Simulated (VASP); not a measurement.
# Ga3BAs4 (P1) in VASP: a series of runs

Ga3BAs4 is run at these levels: PBEsol; tasks: single point.

Program: VASP 6.6.1. These are calculated values, not measurements. Logs are shortened: lines on timing, memory, paths and dates and some standing lists are left out, and cuts for length are marked.

### 1 The cell of the first run

The typed cell holds 64 atoms: a = 10.872 Å, b = 10.872 Å, c = 10.872 Å, α = 90.00°, β = 90.00°, γ = 90.00°.

### 2 Single point, PBEsol

File INCAR:

```
ALGO     = Normal         # electronic algorithm
EDIFF    = 1E-6           # SCF threshold, eV
ENCUT    = 560            # plane-wave cutoff, eV
GGA      = PS             # functional
GGA_COMPAT= F            
ISIF     = 2              # what is computed and relaxed
ISMEAR   = -1             # smearing method
ISYM     = -1           
LASPH    = T              # aspherical terms in the spheres
LCHARG   = T              # write CHGCAR
LELF     = T              # ELF
LREAL    = Auto         
LVHAR    = T            
LWAVE    = F              # write WAVECAR
NBANDS   = 286            # bands
NELM     = 120            # most SCF steps
PREC     = Accurate       # precision mode
SIGMA    = 0.05           # smearing width, eV
```

File KPOINTS:

```
explicit points
1
Reciprocal
  0.25000000   0.25000000   0.25000000 1
```

File POSCAR:

```
Ga3BAs4
1.0
   10.8718288816      0.0000000000      0.0000000000
    0.0000000000     10.8718288816      0.0000000000
    0.0000000000      0.0000000000     10.8718288816
Ga B As
24 8 32
Direct
    0.9991750000      0.9906740000      0.0010090000
    0.0022610000      0.9863140000      0.5002920000
    0.5013360000      0.0074200000      0.5032350000
    0.4982430000      0.4959920000      0.9964210000
    0.5023920000      0.4925180000      0.5083450000
    0.2538340000      0.2506610000      0.9968140000
    0.2502900000      0.2552450000      0.5100590000
    0.2382720000      0.7448800000      0.4979280000
    0.7519820000      0.2552730000      0.5051190000
    0.7578490000      0.7517620000      0.0006730000
    0.7626960000      0.7470350000      0.5016900000
    0.2496080000      0.9916610000      0.2400520000
    0.2535080000      0.9953470000      0.7586060000
    0.2390840000      0.5097310000      0.2487370000
    0.2446660000      0.5021990000      0.7542010000
    0.7521680000      0.9997600000      0.2422730000
    0.7510310000      0.0018370000      0.7577680000
    0.7617780000      0.5002060000      0.2448560000
    0.7578140000      0.4958640000      0.7535150000
    0.9956050000      0.2615170000      0.2479540000
    0.9957940000      0.2632090000      0.7527410000
    0.5039050000      0.2437710000      0.2410510000
    0.4950630000      0.7558180000      0.2413960000
    0.4934600000      0.7553540000      0.7588700000
    0.9976910000      0.5068070000      0.9950790000
    0.0013250000      0.5114820000      0.4968620000
    0.5011310000      0.0036250000      0.9900680000
    0.2374300000      0.7485630000      0.9945550000
    0.7429940000      0.2451770000      0.9893830000
    0.0039880000      0.7387790000      0.2433320000
    0.0041110000      0.7350820000      0.7543960000
    0.5074520000      0.2415100000      0.7608420000
    0.1239870000      0.1268450000      0.1236110000
    0.1220010000      0.1222290000      0.6332900000
    0.1120520000      0.6347320000      0.1127080000
    0.1028240000      0.6215070000      0.6243610000
    0.6265140000      0.1207150000      0.0977430000
    0.6184790000      0.1386050000      0.6403060000
    0.6272280000      0.6237850000      0.1226050000
    0.6261860000      0.6265800000      0.6336680000
    0.3705270000      0.3774980000      0.1294900000
    0.3904850000      0.3597660000      0.6529870000
    0.3706320000      0.8771080000      0.0920180000
    0.3706070000      0.8737260000      0.6194430000
    0.8705080000      0.3766520000      0.0937860000
    0.8894570000      0.3958870000      0.6062440000
    0.8895000000      0.8576950000      0.1425420000
    0.8908050000      0.8582810000      0.6498510000
    0.3694320000      0.1246120000      0.3713550000
    0.3987570000      0.1243760000      0.8759260000
    0.3757960000      0.6233180000      0.3774730000
    0.3569970000      0.6371880000      0.8898480000
    0.8741060000      0.1233660000      0.3774640000
    0.8654370000      0.1380300000      0.8876640000
    0.9023020000      0.6245280000      0.3700430000
    0.8969150000      0.6242040000      0.8759950000
    0.1144410000      0.3946590000      0.3926710000
    0.1137790000      0.3912900000      0.8920350000
    0.1132610000      0.8551540000      0.3525090000
    0.1231220000      0.8481590000      0.8709610000
    0.6284970000      0.3739860000      0.3694310000
    0.6267460000      0.3513690000      0.8725620000
    0.6274670000      0.8770490000      0.3761440000
    0.6161940000      0.8874760000      0.8893000000
```

Potentials or basis: VASP PAW PBE potentials, release 64 (Ga_d, B, As).

On the command line:

```sh
$ cat potpaw_PBE.64/Ga_d/POTCAR potpaw_PBE.64/B/POTCAR potpaw_PBE.64/As/POTCAR > POTCAR
$ mpirun -np 1 vasp_std > vasp.out
```

OUTCAR:

```text
EDIFF = 1E-6
   ENCUT = 560
   GGA = PS
   ISIF = 2
   ISMEAR = -1
   ISYM = -1
   LASPH = T
   LREAL = Auto
   NELM = 120
   PREC = Accurate

 ion  position               nearest neighbor table
   1  0.999  0.991  0.001-  33 2.41  47 2.42  54 2.49  60 2.49
   2  0.002  0.986  0.500-  53 2.44  34 2.44  48 2.46  59 2.46
   3  0.501  0.007  0.503-  44 2.39  49 2.39  63 2.41  38 2.42
   4  0.498  0.496  0.996-  41 2.38  39 2.40  52 2.46  62 2.50
   5  0.502  0.493  0.508-  40 2.41  61 2.41  51 2.44  42 2.46
   6  0.254  0.251  0.997-  41 2.36  33 2.39  58 2.44  50 2.47
[... 56 lines left out ...]
  63  0.627  0.877  0.376-  16 2.40   3 2.41  23 2.44  11 2.45
  64  0.616  0.887  0.889-  27 2.09  17 2.40  24 2.42  10 2.45

IMPORTANT INFORMATION: All symmetrisations will be switched off!
NOSYMM: (Re-)initialisation of all symmetry stuff for point group C_1.

----------------------------------------------------------------------------------------

                                     Primitive cell

  volume of cell :    1285.0139

  direct lattice vectors                    reciprocal lattice vectors
    10.871828882  0.000000000  0.000000000     0.091980844  0.000000000  0.000000000
     0.000000000 10.871828882  0.000000000     0.000000000  0.091980844  0.000000000
     0.000000000  0.000000000 10.871828882     0.000000000  0.000000000  0.091980844

  length of vectors
    10.871828882 10.871828882 10.871828882     0.091980844  0.091980844  0.091980844

  position of ions in fractional coordinates (direct lattice)
     0.999175000  0.990674000  0.001009000
     0.002261000  0.986314000  0.500292000
     0.501336000  0.007420000  0.503235000
     0.498243000  0.495992000  0.996421000
     0.502392000  0.492518000  0.508345000
     0.253834000  0.250661000  0.996814000
[... 56 lines left out ...]
     0.627467000  0.877049000  0.376144000
     0.616194000  0.887476000  0.889300000

  ion indices of the primitive-cell ions
   primitive index   ion index
                 1           1
                 2           2
                 3           3
                 4           4
                 5           5
                 6           6
[... 56 lines left out ...]
                63          63
                64          64

----------------------------------------------------------------------------------------

 KPOINTS: explicit points

Read explicit list of k-points.

 Found      1 k-points:

 Following reciprocal coordinates:
            Coordinates               Weight
  0.250000  0.250000  0.250000      1.000000
   k-points           NKPTS =      1   k-points in BZ     NKDIM =      1   number of bands    NBANDS=    286
   number of dos      NEDOS =    301   number of ions     NIONS =     64
   total plane-waves  NPLWV = 592704
   dimension x,y,z NGX =    84 NGY =   84 NGZ =   84
   dimension x,y,z NGXF=   168 NGYF=  168 NGZF=  168
   ions per type =              24   8  32
   NGX,Y,Z   is equivalent  to a cutoff of  12.84, 12.84, 12.84 a.u.
   NGXF,Y,Z  is equivalent  to a cutoff of  25.69, 25.69, 25.69 a.u.
 SYSTEM =  unknown system
   PREC   = accura    normal or accurate (medium, high low for compatibility)
   ISTART =      0    job   : 0-new  1-cont  2-samecut
   ICHARG =      2    charge: 1-file 2-atom 10-const
   ISPIN  =      1    spin polarized calculation?
   LNONCOLLINEAR =      F non collinear calculations
   LSORBIT =      F    spin-orbit coupling
   LASPH  =      T    aspherical Exc in radial PAW
   ENCUT  =  560.0 eV  41.16 Ry    6.42 a.u.  20.98 20.98 20.98*2*pi/ulx,y,z
   NELM   =    120;   NELMIN=  2; NELMDL= -5     # of ELM steps
   EDIFF  = 0.1E-05   stopping-criterion for ELM
   LREAL  =      T    real-space projection
   EDIFFG = 0.1E-04   stopping-criterion for IOM
   NSW    =      0    number of steps for IOM
   IBRION =     -1    ionic relax: 0-MD 1-quasi-New 2-CG
   NFREE  =      0    steps in history (QN), initial steepest desc. (CG)
   ISIF   =      2    stress and relaxation
   ISYM   =     -1    0-nonsym 1-usesym 2-fastsym
   POTIM  = 0.5000    time-step for ionic-motion
   TEBEG  =    0.0;   TEEND  =   0.0 temperature during run
   PSTRESS=    0.0 pullay stress
   NELECT =     496.0000    total number of electrons
   NUPDOWN=      -1.0000    fix difference up-down
   EMIN   =  10.00;   EMAX   =-10.00  energy-range for DOS
   EFERMI =   0.00;   METHOD = LEGACY
   ISMEAR =    -1;   SIGMA  =   0.05  broadening in eV -4-tet -1-fermi 0-gaus
   EFERMI_NEDOS =   21; number of points for ismear=-14 and -15
   IALGO  =     38    algorithm
   IMIX   =      4    mixing-type and parameters
     AMIX     =   0.40;   BMIX     =  1.00
     AMIX_MAG =   1.60;   BMIX_MAG =  1.00
  volume/ion in A,a.u.               =      20.08       135.50
  Fermi-wavevector in a.u.,A,eV,Ry     =   1.191972  2.252501 19.331126  1.420798
  Thomas-Fermi vector in A             =   2.328021
   LORBIT       =      0    0 simple, 1 ext, 2 COOP (PROOUT), +10 PAW based schemes
   GGA     = PS    functional components
   LHFCALC =     F    Hartree Fock is set to
   AEXX    =    0.0000 exact exchange contribution
   IVDW    =     0    specifies the selected vdW correction
   LEPSILON=     F    determine dielectric tensor
   LRPA    =     F    only Hartree local field effects (RPA)
 non-spin polarized calculation
  energy-cutoff  :      560.00
  volume of cell :     1285.01
 maximum number of plane-waves:     38664
 NGX is ok and might be reduce to    84
   NGX = 41   NGY = 41   NGZ = 41

 number of electron     496.0000021 magnetization

 Free energy of the ion-electron system (eV)
  ---------------------------------------------------
  ext. energy  EPLUGINS =         0.00000000
  ---------------------------------------------------
  free energy    TOTEN  =      -309.38749298 eV

  energy without entropy =     -309.38746668  energy(sigma->0) =     -309.38747983

 E-fermi :   4.7859     XC(G=0): -10.0352

 val. band max:        4.1946138525   @ k =   0.2500   0.2500   0.2500
 cond. band min:       5.3611097825   @ k =   0.2500   0.2500   0.2500
 fundamental gap:      1.1664959299
 Fermi energy:         4.7859441227

 k-point     1 :       0.2500    0.2500    0.2500
  band No.  band energies     occupation
      1     -10.6364      2.00000
      2     -10.6307      2.00000
      3     -10.6234      2.00000
      4     -10.6178      2.00000
      5     -10.6092      2.00000
      6     -10.6024      2.00000
[... 252 lines left out ...]
    259       6.3247      0.00000
    260       6.4807      0.00000
 [bands above 260 left out]

------------------------ aborting loop because EDIFF is reached ----------------------------------------

  FORCE on cell =-STRESS in cart. coord.  units (eV):
  Direction    XX          YY          ZZ          XY          YZ          ZX
  --------------------------------------------------------------------------------------
  -------------------------------------------------------------------------------------
  Total        2.5127332      1.1745352      1.8021934     -8.8374392     -6.5918609     -7.2662392
  in kB        3.1329188      1.4644306      2.2470056    -11.0186706     -8.2188451     -9.0596714
  external PRESSURE =       2.2814517 kB  Pullay stress =       0.0000000 kB

 VOLUME and BASIS-vectors are now :
 -----------------------------------------------------------------------------
  energy-cutoff  :      560.00
  volume of cell :     1285.01
      direct lattice vectors                 reciprocal lattice vectors
    10.871828882  0.000000000  0.000000000     0.091980844  0.000000000  0.000000000
     0.000000000 10.871828882  0.000000000     0.000000000  0.091980844  0.000000000
     0.000000000  0.000000000 10.871828882     0.000000000  0.000000000  0.091980844

 POSITION                                       TOTAL-FORCE (eV/Angst)
 -----------------------------------------------------------------------------------
     10.86286     10.77044      0.01097         0.001941      0.000226     -0.005222
      0.02458     10.72304      5.43909        -0.002034     -0.002178     -0.000043
      5.45044      0.08067      5.47108         0.004500      0.002601      0.000812
      5.41681      5.39234     10.83292         0.004576      0.002840     -0.005799
      5.46192      5.35457      5.52664        -0.003481      0.000853      0.002196
      2.75964      2.72514     10.83719        -0.001691     -0.003353     -0.003155
[... 56 lines left out ...]
      6.82171      9.53513      4.08937         0.018811      0.014946      0.012716
      6.69916      9.64849      9.66832         0.027001     -0.016896     -0.015022
 -----------------------------------------------------------------------------------
    total drift:                                0.036906     -0.030290     -0.000480

  FREE ENERGIE OF THE ION-ELECTRON SYSTEM (eV)
  ---------------------------------------------------
  free  energy   TOTEN  =      -309.3874929772 eV

  energy  without entropy=     -309.3874666829  energy(sigma->0) =     -309.38747983
```

It took 23 min on 1 thread of Intel Xeon 8259CL, shared host; peak memory 1.2 GiB.

Results:

```yaml
Free_energy: -309.3875 eV
Pressure: 0.2 GPa
Largest_force: 0.044 eV/Å
Band_gap_on_the_k_mesh: 1.17 eV
```

Forces on the atoms (eV/Å):
```
Ga   0.002  0.000 -0.005
Ga  -0.002 -0.002  0.000
Ga   0.004  0.003  0.001
Ga   0.005  0.003 -0.006
Ga  -0.003  0.001  0.002
Ga  -0.002 -0.003 -0.003
Ga   0.001  0.003  0.001
Ga  -0.004  0.000  0.003
Ga  -0.003 -0.006  0.003
Ga   0.001  0.001 -0.004
Ga   0.001  0.002  0.000
Ga   0.003 -0.002  0.000
Ga  -0.002  0.003  0.009
Ga  -0.003  0.000  0.000
Ga  -0.001 -0.002  0.000
Ga  -0.002  0.003  0.000
Ga  -0.001 -0.003  0.001
Ga   0.004  0.001  0.003
Ga   0.001  0.001  0.007
Ga   0.000  0.007 -0.003
Ga   0.000  0.001  0.001
Ga   0.003 -0.003 -0.002
Ga  -0.006  0.007 -0.005
Ga   0.001 -0.005  0.003
B   -0.001  0.010  0.028
B    0.000  0.011  0.001
B   -0.006  0.006  0.026
B   -0.004  0.004  0.028
B   -0.003  0.010  0.027
B    0.002 -0.016  0.007
B    0.007  0.004  0.003
B   -0.011  0.008  0.008
As  -0.009  0.004 -0.004
As  -0.002 -0.007 -0.003
As   0.009 -0.013 -0.014
As   0.022  0.001  0.005
As   0.001  0.001  0.010
As   0.013 -0.010 -0.013
As   0.009 -0.006 -0.012
As  -0.006  0.002 -0.005
As  -0.001  0.002 -0.006
As  -0.018  0.015 -0.029
As   0.001  0.001  0.012
As  -0.004 -0.006 -0.002
As  -0.006 -0.012  0.013
As  -0.022 -0.020  0.005
As  -0.035  0.019 -0.021
As  -0.009  0.013 -0.003
As   0.002  0.004  0.002
As  -0.026  0.021 -0.024
As   0.004 -0.004  0.015
As   0.019 -0.024 -0.021
As  -0.009 -0.016  0.015
As   0.027 -0.014 -0.015
As  -0.029  0.005 -0.001
As  -0.026  0.000  0.002
As   0.026 -0.029 -0.021
As   0.032 -0.018 -0.018
As   0.019  0.017  0.015
As  -0.013  0.020 -0.001
As   0.005 -0.009  0.002
As   0.003  0.017 -0.014
As   0.019  0.015  0.013
As   0.027 -0.017 -0.015
```

Levels at points of the mesh, in eV from the valence-band top:
```
           k point  band 246  band 247  band 248  band 249  band 250  band 251
(0.25, 0.25, 0.25)     -0.41     -0.05      0.00      1.17      1.38      1.50
```

Caveat: the PAW data sets were made with another functional, which shifts forces and pressure a little; a shifted mesh leaves out Γ, where band edges can lie.

### 3 Single point, PBEsol

File INCAR:

```
ALGO     = Normal         # electronic algorithm
EDIFF    = 1E-6           # SCF threshold, eV
ENCUT    = 520            # plane-wave cutoff, eV
GGA      = PS             # functional
ISIF     = 2              # what is computed and relaxed
ISMEAR   = -1             # smearing method
ISYM     = 0            
LASPH    = T              # aspherical terms in the spheres
LCHARG   = T              # write CHGCAR
LELF     = T              # ELF
LREAL    = Auto         
LVHAR    = T            
LWAVE    = F              # write WAVECAR
NBANDS   = 286            # bands
NCORE    = 4            
NELM     = 100            # most SCF steps
PREC     = Accurate       # precision mode
SIGMA    = 0.05           # smearing width, eV
```

File KPOINTS:

```
Automatic mesh
0
Gamma
  1 1 1
  0.25 0.25 0.25
```

POSCAR is that of step 2.

Potentials or basis: VASP PAW PBE potentials, release 64 (Ga_d, B, As).

On the command line:

```sh
$ cat potpaw_PBE.64/Ga_d/POTCAR potpaw_PBE.64/B/POTCAR potpaw_PBE.64/As/POTCAR > POTCAR
$ mpirun -np 4 vasp_std > vasp.out
```

Run time: 22 min. Hardware: 4 MPI ranks of Oxide Virtual Turin-like, shared host; peak memory 0.52 GiB.

The run converged. Its results:

```
Free energy            : -309.3849 eV
Pressure               : 0.2 GPa
Largest force          : 0.187 eV/Å
Band gap on the k mesh : 0.96 eV
```

Forces on the atoms (eV/Å):
```
Ga   0.012  0.005 -0.047
Ga  -0.007 -0.007 -0.026
Ga  -0.040  0.005  0.013
Ga   0.022 -0.005 -0.042
Ga  -0.015 -0.007 -0.028
Ga  -0.035 -0.024 -0.023
Ga   0.012 -0.061  0.003
Ga  -0.024  0.004 -0.011
Ga   0.018  0.010 -0.051
Ga  -0.004 -0.046  0.014
Ga  -0.027 -0.037  0.028
Ga  -0.024 -0.051 -0.010
Ga   0.034 -0.010 -0.015
Ga  -0.004 -0.036 -0.021
Ga  -0.013  0.025 -0.006
Ga  -0.058  0.008 -0.017
Ga  -0.009  0.009 -0.017
Ga   0.041 -0.044 -0.001
Ga   0.030 -0.005  0.037
Ga  -0.046  0.035  0.015
Ga  -0.008  0.007  0.016
Ga   0.002 -0.039 -0.003
Ga  -0.036  0.002 -0.022
Ga  -0.025  0.014  0.000
B    0.036  0.087  0.162
B    0.004  0.075  0.123
B    0.073  0.046  0.108
B    0.052  0.090  0.048
B    0.032  0.118  0.085
B    0.075  0.032  0.033
B    0.115  0.025  0.057
B    0.079  0.044  0.081
As   0.023  0.005 -0.028
As   0.030  0.015 -0.020
As  -0.054 -0.034 -0.043
As   0.008  0.056  0.047
As   0.018  0.016  0.013
As  -0.062 -0.029 -0.031
As   0.031  0.015 -0.022
As   0.024  0.034 -0.031
As   0.001  0.019  0.032
As  -0.002 -0.052 -0.034
As  -0.011  0.037  0.026
As  -0.011  0.037  0.042
As  -0.003  0.065  0.023
As  -0.011 -0.020 -0.046
As  -0.045 -0.054 -0.034
As  -0.035 -0.039 -0.016
As   0.038  0.001  0.042
As  -0.077 -0.064 -0.105
As   0.029  0.027 -0.010
As  -0.025 -0.026 -0.054
As   0.014  0.053  0.011
As  -0.027 -0.052 -0.041
As  -0.017 -0.101 -0.082
As  -0.090 -0.087 -0.088
As  -0.081 -0.044 -0.094
As  -0.057 -0.072 -0.052
As   0.108  0.063  0.066
As   0.025 -0.022  0.027
As   0.031  0.008  0.020
As   0.029  0.006  0.054
As   0.004  0.013 -0.011
As  -0.062 -0.043 -0.044
```

Stress tensor (GPa, compression positive):
```
 0.32 -0.18 -0.01
-0.18  0.16  0.10
-0.01  0.10  0.22
```

Levels at points of the mesh, in eV from the valence-band top:
| k point | band 245 | band 246 | band 247 | band 248 | band 249 | band 250 | band 251 | band 252 |
| --- | --- | --- | --- | --- | --- | --- | --- | --- |
| (0.25, 0.25, 0.25) | -0.67 | -0.49 | -0.12 | -0.07 | 1.11 | 1.32 | 1.44 | 1.52 |

Caveat: the PAW data sets were made with another functional, which shifts forces and pressure a little; a shifted mesh leaves out Γ, where band edges can lie. A k mesh can miss the band edges.
